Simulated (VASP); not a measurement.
# W (Im-3m) in VASP: single point with PBE

Aim: the single point of W with PBE.

All numbers are computed with VASP 6.6.1; they aren't measurements. Logs are shortened: lines on timing, memory, paths and dates and some standing lists are left out, and cuts for length are marked.

## (1) The cell of the first run

Symmetry: Im-3m, No. 229, cubic system. Conventional cell: a = 2.675 Å, b = 2.675 Å, c = 2.675 Å, α = 90.00°, β = 90.00°, γ = 90.00°. W (site symmetry m-3m) has 14 W at 2.32 to 2.68 Å within 3.1 Å.

## (2) Single point, PBE

INCAR reads:

```
ALGO = Normal ; EDIFF = 1E-6
ENCUT = 500 ; GGA = PE
GGA_COMPAT = False ; ISIF = 2
ISMEAR = -1 ; LASPH = True
LCHARG = False ; LREAL = False
LWAVE = False ; NBANDS = 13
NELM = 120 ; PREC = Accurate
SIGMA = 0.2
```

KPOINTS reads:

```
k-points
0
Gamma
  8 8 8
```

POSCAR reads:

```
W
1.0
   -1.3375686763      1.3375686763      1.3375686763
    1.3375686763     -1.3375686763      1.3375686763
    1.3375686763      1.3375686763     -1.3375686763
W
1
Direct
    0.0000000000      0.0000000000      0.0000000000
```

Potentials or basis: VASP PAW PBE potentials, release 64 (W_sv).

On the command line:

```
> cat potpaw_PBE.64/W_sv/POTCAR > POTCAR
> mpirun -np 1 vasp_std > vasp.out
```

OUTCAR:

```text
EDIFF = 1E-6
   ENCUT = 500
   GGA = PE
   ISIF = 2
   ISMEAR = -1
   LASPH = True
   LREAL = False
   NELM = 120
   PREC = Accurate

 ion  position               nearest neighbor table
   1  0.000  0.000  0.000-

  LATTYP: Found a body centered cubic cell.
 ALAT       =     2.6751373526

  Lattice vectors:

 A1 = (  -1.3375686763,   1.3375686763,   1.3375686763)
 A2 = (   1.3375686763,  -1.3375686763,   1.3375686763)
 A3 = (   1.3375686763,   1.3375686763,  -1.3375686763)

Analysis of symmetry for initial positions (statically):
=====================================================================
 Subroutine PRICEL returns:
 Original cell was already a primitive cell.

 Routine SETGRP: Setting up the symmetry group for a
 body centered cubic supercell.

 Subroutine GETGRP returns: Found 48 space group operations
 (whereof 48 operations were pure point group operations)
 out of a pool of 48 trial point group operations.

The static configuration has the point symmetry O_h .

Analysis of symmetry for dynamics (positions and initial velocities):
=====================================================================
 Subroutine PRICEL returns:
 Original cell was already a primitive cell.

 Routine SETGRP: Setting up the symmetry group for a
 body centered cubic supercell.

 Subroutine GETGRP returns: Found 48 space group operations
 (whereof 48 operations were pure point group operations)
 out of a pool of 48 trial point group operations.

The dynamic configuration has the point symmetry O_h .

 Subroutine INISYM returns: Found 48 space group operations
 (whereof 48 operations are pure point group operations),
 and found     1 'primitive' translations

----------------------------------------------------------------------------------------

                                     Primitive cell

  volume of cell :       9.5721

  direct lattice vectors                    reciprocal lattice vectors
    -1.337568676  1.337568676  1.337568676     0.000000000  0.373812582  0.373812582
     1.337568676 -1.337568676  1.337568676     0.373812582  0.000000000  0.373812582
     1.337568676  1.337568676 -1.337568676     0.373812582  0.373812582  0.000000000

  length of vectors
     2.316736906  2.316736906  2.316736906     0.528650823  0.528650823  0.528650823

  position of ions in fractional coordinates (direct lattice)
     0.000000000  0.000000000  0.000000000

  ion indices of the primitive-cell ions
   primitive index   ion index
[... 74 lines left out ...]
   LREAL  =      F    real-space projection
   EDIFFG = 0.1E-04   stopping-criterion for IOM
   NSW    =      0    number of steps for IOM
   IBRION =     -1    ionic relax: 0-MD 1-quasi-New 2-CG
   NFREE  =      0    steps in history (QN), initial steepest desc. (CG)
   ISIF   =      2    stress and relaxation
   ISYM   =      2    0-nonsym 1-usesym 2-fastsym
   POTIM  = 0.5000    time-step for ionic-motion
   TEBEG  =    0.0;   TEEND  =   0.0 temperature during run
   PSTRESS=    0.0 pullay stress
   NELECT =      14.0000    total number of electrons
   NUPDOWN=      -1.0000    fix difference up-down
   EMIN   =  10.00;   EMAX   =-10.00  energy-range for DOS
   EFERMI =   0.00;   METHOD = LEGACY
   ISMEAR =    -1;   SIGMA  =   0.20  broadening in eV -4-tet -1-fermi 0-gaus
   EFERMI_NEDOS =   21; number of points for ismear=-14 and -15
   IALGO  =     38    algorithm
   IMIX   =      4    mixing-type and parameters
     AMIX     =   0.40;   BMIX     =  1.00
     AMIX_MAG =   1.60;   BMIX_MAG =  1.00
  volume/ion in A,a.u.               =       9.57        64.60
  Fermi-wavevector in a.u.,A,eV,Ry     =   1.858295  3.511669 46.984480  3.453262
  Thomas-Fermi vector in A             =   2.906774
   LORBIT       =      0    0 simple, 1 ext, 2 COOP (PROOUT), +10 PAW based schemes
   GGA     = PE    functional components
   LHFCALC =     F    Hartree Fock is set to
   AEXX    =    0.0000 exact exchange contribution
   IVDW    =     0    specifies the selected vdW correction
   LEPSILON=     F    determine dielectric tensor
   LRPA    =     F    only Hartree local field effects (RPA)
 non-spin polarized calculation
  energy-cutoff  :      500.00
  volume of cell :        9.57
 maximum number of plane-waves:       250
 NGX is ok and might be reduce to    18
   NGX =  9   NGY =  9   NGZ =  9

 number of electron      14.0000000 magnetization

 Free energy of the ion-electron system (eV)
  ---------------------------------------------------
  ext. energy  EPLUGINS =         0.00000000
  ---------------------------------------------------
  free energy    TOTEN  =        -6.86903344 eV

  energy without entropy =       -6.81732236  energy(sigma->0) =       -6.84317790

 E-fermi :  20.7414     XC(G=0): -16.7417

 val. band max:       20.6281109532   @ k =   0.5000   0.5000   0.2500
 cond. band min:      20.8176979443   @ k =  -0.3750   0.3750   0.2500
 fundamental gap:      0.1895869911
 Fermi energy:        20.7413710227

 k-point     1 :       0.0000    0.0000    0.0000
  band No.  band energies     occupation
      1     -54.2656      2.00000
      2     -15.7550      2.00000
      3     -15.7550      2.00000
      4     -15.7550      2.00000
      5       8.7497      2.00000
      6      17.7271      2.00000
      7      17.7271      2.00000
      8      17.7271      2.00000
      9      23.6232      0.00000
     10      23.6232      0.00000
     11      35.5841      0.00000
     12      35.5841      0.00000
     13      35.5841      0.00000
[... 354 lines left out ...]
  band No.  band energies     occupation
      1     -53.0118      2.00000
      2     -20.0365      2.00000
      3     -18.3253      2.00000
      4     -17.9011      2.00000
      5      11.9780      2.00000
      6      14.3964      2.00000
      7      19.2810      1.99865
      8      20.8177      0.81147
      9      27.0581      0.00000
     10      29.7680      0.00000
     11      41.7971      0.00000
     12      47.1207      0.00000
     13      47.9147      0.00000

 [... further k-points ...]
[... 5 lines left out ...]
  --------------------------------------------------------------------------------------
  -------------------------------------------------------------------------------------
  Total       27.3553032     27.3553032     27.3553032      0.0000000      0.0000000     -0.0000000
  in kB     4578.7175672   4578.7175672   4578.7175672      0.0000000      0.0000000     -0.0000000
  external PRESSURE =    4578.7175672 kB  Pullay stress =       0.0000000 kB

 VOLUME and BASIS-vectors are now :
 -----------------------------------------------------------------------------
  energy-cutoff  :      500.00
  volume of cell :        9.57
      direct lattice vectors                 reciprocal lattice vectors
    -1.337568676  1.337568676  1.337568676     0.000000000  0.373812582  0.373812582
     1.337568676 -1.337568676  1.337568676     0.373812582  0.000000000  0.373812582
     1.337568676  1.337568676 -1.337568676     0.373812582  0.373812582  0.000000000

 POSITION                                       TOTAL-FORCE (eV/Angst)
 -----------------------------------------------------------------------------------
      0.00000      0.00000      0.00000         0.000000     -0.000000      0.000000
 -----------------------------------------------------------------------------------
    total drift:                                0.000000     -0.000000      0.000000

  FREE ENERGIE OF THE ION-ELECTRON SYSTEM (eV)
  ---------------------------------------------------
  free  energy   TOTEN  =        -6.8690334438 eV

  energy  without entropy=       -6.8173223607  energy(sigma->0) =       -6.84317790
```

It took 2.9 s on 1 thread of AMD EPYC 9R45 (Zen 5), shared host; peak memory 0.09 GiB.

Results:

| Item | Value |
| --- | --- |
| Free energy | -6.8690 eV |
| Pressure | 457.9 GPa |
| Band gap on the k mesh | zero (band 7 reaches 30.16 eV, above the bottom of band 8 at 17.73 eV) |

Caveat: the k points lie up to 0.42 Å⁻¹ apart; spin-orbit coupling is left out, which moves the levels of the heavy elements.
